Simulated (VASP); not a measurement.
Runs of VASP 6.6.1 on MnO. The structure is that of space group P4/nmm (No. 129), or close to it. The cells are those of the table. 

```tsv
cell	gap on the mesh (eV)	pressure (GPa)	moment (μB)	largest force (eV/Å)
a = 3.325, b = 3.325, c = 4.868 Å, 4 atoms	none	-18.1	2.77	3.17
a = 3.347, b = 3.347, c = 4.900 Å, 4 atoms	none	(b)	(a)	3.30
a = 3.280, b = 3.280, c = 4.802 Å, 4 atoms	none	-14.0	2.73	2.87
a = 3.368, b = 3.368, c = 4.932 Å, 4 atoms	none	-21.1	2.80	3.42
a = 3.302, b = 3.302, c = 4.835 Å, 4 atoms	none	(c)	2.76	3.02
```

Alike in all rows: task single point; level PBE; potentials or basis VASP PAW PBE potentials, release 64 (Mn_pv, O); spin collinear, ferromagnetic start; k mesh 8 × 8 × 6; cutoff (eV) 520; smearing fermi-dirac 0.05 eV.

**Question.** Fill in the values left out.

**Answer.** (a) 2.78; (b) -19.7; (c) -16.2.

Caveats: the cell stands under tension; semilocal functionals often make such compounds metallic where correlation or magnetic order opens a gap, which also shifts bond lengths; only a ferromagnetic start was run, and an antiferromagnetic order may lie lower in energy; forces of over 1 eV/Å act on the atoms, so gaps and moduli don't describe the material at rest.

A gap of «none» marks levels without a gap at the run's occupations.
